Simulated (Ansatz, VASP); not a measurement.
# One calculation of Cu, two programs

```xyz
1
Lattice="-1.4428 1.4428 1.3761 1.4428 -1.4428 1.3761 1.4428 1.4428 -1.3761" Properties=species:S:1:pos:R:3 pbc="T T T"
Cu    0.0000    0.0000    0.0000
```

Alike in both runs: task single point; functional PBE; k mesh 13 × 13 × 13; occupations gaussian, width 0.012 eV; no spin polarisation.

|  | VASP | Ansatz |
| --- | --- | --- |
| version | VASP 6.6.1 | Ansatz 0.2.0 |
| potentials or method | VASP PAW PBE potentials, release 64 (Cu) | Ansatz PAW |
| plane-wave cutoff (eV) | 520 | 420 |
| valence electrons in the cell | 11 | 19 |

Ansatz gave:

| Quantity | Value |
| --- | --- |
| gap on the k mesh at the Fermi level (eV) | none |
| pressure (GPa) | 7.2 |
| traceless stress, the component that is largest in VASP (GPa) | 0.20 |

Estimate VASP's values.

gap on the k mesh at the Fermi level (eV): none; pressure (GPa): 7.8; traceless stress, the component that is largest in VASP (GPa): -0.07.

A gap of «none» marks a metal or a gap that the smearing closes. VASP's potentials hold 11 valence electrons a cell and Ansatz's 19, so a difference there can come from the potentials and not from the codes.
